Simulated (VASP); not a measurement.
Here is a VASP 6.6.1 calculation.

INCAR

```
ALGO = Normal
EDIFF = 1E-6
ENCUT = 520
GGA = CA
ISIF = 2
ISMEAR = -1
LASPH = True
LCHARG = False
LREAL = False
LWAVE = False
NBANDS = 17
NELM = 100
PREC = Accurate
SIGMA = 0.01
```

Contents of KPOINTS:

```
k-points
0
Gamma
  8 8 8
```

Contents of POSCAR:

```
PbS
1.0
    0.0000000000      3.0136151980      3.0136151980
    3.0136151980      0.0000000000      3.0136151980
    3.0136151980      3.0136151980      0.0000000000
Pb S
1 1
Direct
    0.0000000000      0.0000000000      0.0000000000
    0.5000000000      0.5000000000      0.5000000000
```

Potentials or basis: VASP PAW LDA potentials, release 64 (Pb_d, S).

Launch:

```sh
$ cat potpaw_LDA.64/Pb_d/POTCAR potpaw_LDA.64/S/POTCAR > POTCAR
$ mpirun -np 1 vasp_std > vasp.out
```

**Question.** Predict the band gap on the k mesh.

**Answer.** 0.37 eV, direct.

**Question.** Predict the pressure.

**Answer.** -4.9 GPa.

Caveat: spin-orbit coupling is left out, which moves the levels of the heavy elements. A k mesh can miss the band edges.
